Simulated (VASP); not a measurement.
# HfB2 (P6/mmm) in VASP: a series of runs

Runs on HfB2. Level: PBE. Tasks: single point, relaxation of cell and atoms.

All numbers are computed with VASP 6.6.1; they aren't measurements. Logs are shortened: lines on timing, memory, paths and dates and some standing lists are left out, and cuts for length are marked.

## 1. The cell of the first run

Symmetry: P6/mmm, No. 191, hexagonal system. The conventional cell has a = 3.145 Å, b = 3.145 Å, c = 3.488 Å, α = 90.00°, β = 90.00°, γ = 120.00°. Hf (site symmetry 6/mmm) has 12 B at 2.52 Å and 6 Hf at 3.15 Å within 3.3 Å. B (site symmetry -6m2) has 3 B at 1.82 Å within 2.4 Å.

## 2. Single point, PBE

INCAR reads:

```
SYSTEM = HfB2
ALGO = Normal
EDIFF = 1E-6
ENCUT = 500
GGA = PE
GGA_COMPAT = .False.
ISIF = 2
ISMEAR = -1
LASPH = .True.
LCHARG = .False.
LREAL = .False.
LWAVE = .False.
NBANDS = 15
NELM = 120
PREC = Accurate
SIGMA = 0.15
```

KPOINTS reads:

```
k-points
0
Gamma
  11 11 9
  0 0 0
```

POSCAR reads:

```
HfB2
1.0
    3.1451729165      0.0000000000      0.0000000000
   -1.5725864583      2.7237996450      0.0000000000
    0.0000000000      0.0000000000      3.4876110495
Hf B
1 2
Direct
    0.0000000000      0.0000000000      0.0000000000
    0.3333333333      0.6666666667      0.5000000000
    0.6666666667      0.3333333333      0.5000000000
```

Potentials or basis: VASP PAW PBE potentials, release 64 (Hf_pv, B).

The run is started by

```
$ cat potpaw_PBE.64/Hf_pv/POTCAR potpaw_PBE.64/B/POTCAR > POTCAR
$ mpirun -np 1 vasp_std > vasp.out
```

OUTCAR:

```text
SYSTEM = HfB2
   EDIFF = 1E-6
   ENCUT = 500
   GGA = PE
   ISIF = 2
   ISMEAR = -1
   LASPH = .True.
   LREAL = .False.
   NELM = 120
   PREC = Accurate

 ion  position               nearest neighbor table
   1  0.000  0.000  0.000-   2 2.52   3 2.52   2 2.52   3 2.52   3 2.52   3 2.52   2 2.52   2 2.52
                             3 2.52   3 2.52   2 2.52   2 2.52
   2  0.333  0.667  0.500-   3 1.82   3 1.82   3 1.82   1 2.52   1 2.52   1 2.52   1 2.52   1 2.52
                             1 2.52
   3  0.667  0.333  0.500-   2 1.82   2 1.82   2 1.82   1 2.52   1 2.52   1 2.52   1 2.52   1 2.52
                             1 2.52

  LATTYP: Found a hexagonal cell.
 ALAT       =     3.1451729165
 C/A-ratio  =     1.1088773629

  Lattice vectors:

 A1 = (   3.1451729165,   0.0000000000,   0.0000000000)
 A2 = (  -1.5725864583,   2.7237996450,   0.0000000000)
 A3 = (   0.0000000000,   0.0000000000,   3.4876110495)

Analysis of symmetry for initial positions (statically):
=====================================================================
 Subroutine PRICEL returns:
 Original cell was already a primitive cell.

 Routine SETGRP: Setting up the symmetry group for a
 hexagonal supercell.

 Subroutine GETGRP returns: Found 24 space group operations
 (whereof 24 operations were pure point group operations)
 out of a pool of 24 trial point group operations.

The static configuration has the point symmetry D_6h.

Analysis of symmetry for dynamics (positions and initial velocities):
=====================================================================
 Subroutine PRICEL returns:
 Original cell was already a primitive cell.

 Routine SETGRP: Setting up the symmetry group for a
 hexagonal supercell.

 Subroutine GETGRP returns: Found 24 space group operations
 (whereof 24 operations were pure point group operations)
 out of a pool of 24 trial point group operations.

The dynamic configuration has the point symmetry D_6h.

 Subroutine INISYM returns: Found 24 space group operations
 (whereof 24 operations are pure point group operations),
 and found     1 'primitive' translations

----------------------------------------------------------------------------------------

                                     Primitive cell

  volume of cell :      29.8777

  direct lattice vectors                    reciprocal lattice vectors
     3.145172916  0.000000000  0.000000000     0.317947543  0.183567099  0.000000000
    -1.572586458  2.723799645  0.000000000     0.000000000  0.367134199  0.000000000
     0.000000000  0.000000000  3.487611049     0.000000000  0.000000000  0.286729221

  length of vectors
     3.145172916  3.145172917  3.487611049     0.367134199  0.367134199  0.286729221

  position of ions in fractional coordinates (direct lattice)
     0.000000000  0.000000000  0.000000000
     0.333333333  0.666666667  0.500000000
     0.666666667  0.333333333  0.500000000

  ion indices of the primitive-cell ions
   primitive index   ion index
                 1           1
                 2           2
                 3           3

----------------------------------------------------------------------------------------

 KPOINTS: k-points

Automatic generation of k-mesh.
 Grid dimensions read from file:
 generate k-points for:   11   11    9

 Generating k-lattice:

  Cartesian coordinates                     Fractional coordinates (reciprocal lattice)
     0.028904322  0.016687918  0.000000000     0.090909091  0.000000000  0.000000000
     0.000000000  0.033375836  0.000000000     0.000000000  0.090909091  0.000000000
     0.000000000  0.000000000  0.031858802     0.000000000  0.000000000  0.111111111

  Length of vectors
     0.033375836  0.033375836  0.031858802

  Shift w.r.t. Gamma in fractional coordinates (k-lattice)
     0.000000000  0.000000000  0.000000000

 Subroutine IBZKPT returns following result:
 ===========================================

 Found     80 irreducible k-points:

 Following reciprocal coordinates:
            Coordinates               Weight
  0.000000  0.000000  0.000000      1.000000
  0.090909  0.000000  0.000000      6.000000
  0.181818  0.000000  0.000000      6.000000
  0.272727  0.000000  0.000000      6.000000
  0.363636  0.000000  0.000000      6.000000
  0.454545  0.000000  0.000000      6.000000
[... 16 lines left out ...]
  0.090909  0.090909  0.111111     12.000000
  0.181818  0.090909  0.111111     24.000000
 [... further k-points ...]
   k-points           NKPTS =     80   k-points in BZ     NKDIM =     80   number of bands    NBANDS=     15
   number of dos      NEDOS =    301   number of ions     NIONS =      3
   total plane-waves  NPLWV =  16128
   dimension x,y,z NGX =    24 NGY =   24 NGZ =   28
   dimension x,y,z NGXF=    48 NGYF=   48 NGZF=   56
   ions per type =               1   2
   NGX,Y,Z   is equivalent  to a cutoff of  12.69, 12.69, 13.35 a.u.
   NGXF,Y,Z  is equivalent  to a cutoff of  25.37, 25.37, 26.69 a.u.
 SYSTEM =  HfB2
   PREC   = accura    normal or accurate (medium, high low for compatibility)
   ISTART =      0    job   : 0-new  1-cont  2-samecut
   ICHARG =      2    charge: 1-file 2-atom 10-const
   ISPIN  =      1    spin polarized calculation?
   LNONCOLLINEAR =      F non collinear calculations
   LSORBIT =      F    spin-orbit coupling
   LASPH  =      T    aspherical Exc in radial PAW
   ENCUT  =  500.0 eV  36.75 Ry    6.06 a.u.   5.73  5.73  6.36*2*pi/ulx,y,z
   NELM   =    120;   NELMIN=  2; NELMDL= -5     # of ELM steps
   EDIFF  = 0.1E-05   stopping-criterion for ELM
   LREAL  =      F    real-space projection
   EDIFFG = 0.1E-04   stopping-criterion for IOM
   NSW    =      0    number of steps for IOM
   IBRION =     -1    ionic relax: 0-MD 1-quasi-New 2-CG
   NFREE  =      0    steps in history (QN), initial steepest desc. (CG)
   ISIF   =      2    stress and relaxation
   ISYM   =      2    0-nonsym 1-usesym 2-fastsym
   POTIM  = 0.5000    time-step for ionic-motion
   TEBEG  =    0.0;   TEEND  =   0.0 temperature during run
   PSTRESS=    0.0 pullay stress
   NELECT =      16.0000    total number of electrons
   NUPDOWN=      -1.0000    fix difference up-down
   EMIN   =  10.00;   EMAX   =-10.00  energy-range for DOS
   EFERMI =   0.00;   METHOD = LEGACY
   ISMEAR =    -1;   SIGMA  =   0.15  broadening in eV -4-tet -1-fermi 0-gaus
   EFERMI_NEDOS =   21; number of points for ismear=-14 and -15
   IALGO  =     38    algorithm
   IMIX   =      4    mixing-type and parameters
     AMIX     =   0.40;   BMIX     =  1.00
     AMIX_MAG =   1.60;   BMIX_MAG =  1.00
  volume/ion in A,a.u.               =       9.96        67.21
  Fermi-wavevector in a.u.,A,eV,Ry     =   1.329430  2.512259 24.046733  1.767385
  Thomas-Fermi vector in A             =   2.458593
   LORBIT       =      0    0 simple, 1 ext, 2 COOP (PROOUT), +10 PAW based schemes
   GGA     = PE    functional components
   LHFCALC =     F    Hartree Fock is set to
   AEXX    =    0.0000 exact exchange contribution
   IVDW    =     0    specifies the selected vdW correction
   LEPSILON=     F    determine dielectric tensor
   LRPA    =     F    only Hartree local field effects (RPA)
 non-spin polarized calculation
  energy-cutoff  :      500.00
  volume of cell :       29.88
 maximum number of plane-waves:       771
 NGX is ok and might be reduce to    24
   NGX = 11   NGY = 11   NGZ = 13

 number of electron      15.9999997 magnetization

 Free energy of the ion-electron system (eV)
  ---------------------------------------------------
  ext. energy  EPLUGINS =         0.00000000
  ---------------------------------------------------
  free energy    TOTEN  =       -26.41205457 eV

  energy without entropy =      -26.39462690  energy(sigma->0) =      -26.40334073

 E-fermi :   7.6056     XC(G=0): -12.5709

 val. band max:        7.6024286114   @ k =   0.2727   0.1818   0.0000
 cond. band min:       7.8440608342   @ k =   0.0909   0.0000   0.3333
 fundamental gap:      0.2416322228
 Fermi energy:         7.6056109203

 k-point     1 :       0.0000    0.0000    0.0000
  band No.  band energies     occupation
      1     -23.0269      2.00000
      2     -22.5362      2.00000
      3     -22.5362      2.00000
      4      -6.0947      2.00000
      5       4.6344      2.00000
      6       4.7457      2.00000
      7       4.7457      2.00000
      8       4.8405      2.00000
      9      11.6254      0.00000
     10      11.6254      0.00000
     11      12.2536      0.00000
     12      12.2536      0.00000
     13      12.5885      0.00000
     14      12.6005      0.00000
     15      12.6005      0.00000

 k-point     2 :       0.0909    0.0000    0.0000
  band No.  band energies     occupation
      1     -23.0167      2.00000
      2     -22.5993      2.00000
      3     -22.5502      2.00000
      4      -5.9173      2.00000
      5       4.2439      2.00000
      6       4.6903      2.00000
      7       4.7333      2.00000
      8       4.8123      2.00000
      9      11.0386      0.00000
     10      11.5020      0.00000
     11      11.5345      0.00000
     12      11.8388      0.00000
     13      13.1470      0.00000
     14      13.4896      0.00000
     15      13.8393      0.00000
[... 365 lines left out ...]
      3     -22.5772      2.00000
      4      -5.3982      2.00000
      5       3.4734      2.00000
      6       3.5645      2.00000
      7       4.5550      2.00000
      8       6.0535      1.99994
      9       9.2861      0.00003
     10      10.6376      0.00000
     11      11.8795      0.00000
     12      12.7140      0.00000
     13      13.8167      0.00000
     14      13.8176      0.00000
     15      14.5544      0.00000

 k-point    24 :       0.1818    0.0909    0.1111
  band No.  band energies     occupation
      1     -22.9962      2.00000
      2     -22.8835      2.00000
      3     -22.6295      2.00000
      4      -4.7726      2.00000
      5       2.3537      2.00000
      6       3.5125      2.00000
      7       4.1466      2.00000
      8       6.2043      1.99982
      9       8.5883      0.00285
     10      11.0290      0.00000
     11      11.7110      0.00000
     12      12.5815      0.00000
     13      13.9714      0.00000
     14      14.5592      0.00000
     15      16.1076      0.00000

 [... further k-points ...]

------------------------ aborting loop because EDIFF is reached ----------------------------------------

  FORCE on cell =-STRESS in cart. coord.  units (eV):
  Direction    XX          YY          ZZ          XY          YZ          ZX
  --------------------------------------------------------------------------------------
  -------------------------------------------------------------------------------------
  Total       -0.0842132     -0.0842132     -0.0353517      0.0000000      0.0000000     -0.0000000
  in kB       -4.5158854     -4.5158854     -1.8957149      0.0000000      0.0000000     -0.0000000
  external PRESSURE =      -3.6424952 kB  Pullay stress =       0.0000000 kB

 VOLUME and BASIS-vectors are now :
 -----------------------------------------------------------------------------
  energy-cutoff  :      500.00
  volume of cell :       29.88
      direct lattice vectors                 reciprocal lattice vectors
     3.145172916  0.000000000  0.000000000     0.317947543  0.183567099  0.000000000
    -1.572586458  2.723799645  0.000000000     0.000000000  0.367134199  0.000000000
     0.000000000  0.000000000  3.487611049     0.000000000  0.000000000  0.286729221

 POSITION                                       TOTAL-FORCE (eV/Angst)
 -----------------------------------------------------------------------------------
      0.00000      0.00000      0.00000         0.000000      0.000000      0.000000
     -0.00000      1.81587      1.74381        -0.000000      0.000000      0.000000
      1.57259      0.90793      1.74381         0.000000     -0.000000     -0.000000
 -----------------------------------------------------------------------------------
    total drift:                               -0.000000      0.000000      0.000000

  FREE ENERGIE OF THE ION-ELECTRON SYSTEM (eV)
  ---------------------------------------------------
  free  energy   TOTEN  =       -26.4120545676 eV

  energy  without entropy=      -26.3946268969  energy(sigma->0) =      -26.40334073
```

It took 12 s on 1 thread of Intel Xeon 6975P-C (Granite Rapids), shared host; peak memory 0.16 GiB.

What came out:

```yaml
Free_energy: -26.4121 eV
Pressure: -0.4 GPa
Band_gap_on_the_k_mesh: zero (bands 8 and 9 overlap by 1.30 eV)
```

Stress tensor (GPa, compression positive):
```
-0.45  0.00  0.00
 0.00 -0.45  0.00
 0.00  0.00 -0.19
```

Caveat: spin-orbit coupling is left out, which moves the levels of the heavy elements.

(Continued in part 2 of 2.)

The gap in the log of VASP goes by the Fermi energy; the results here count the filled bands.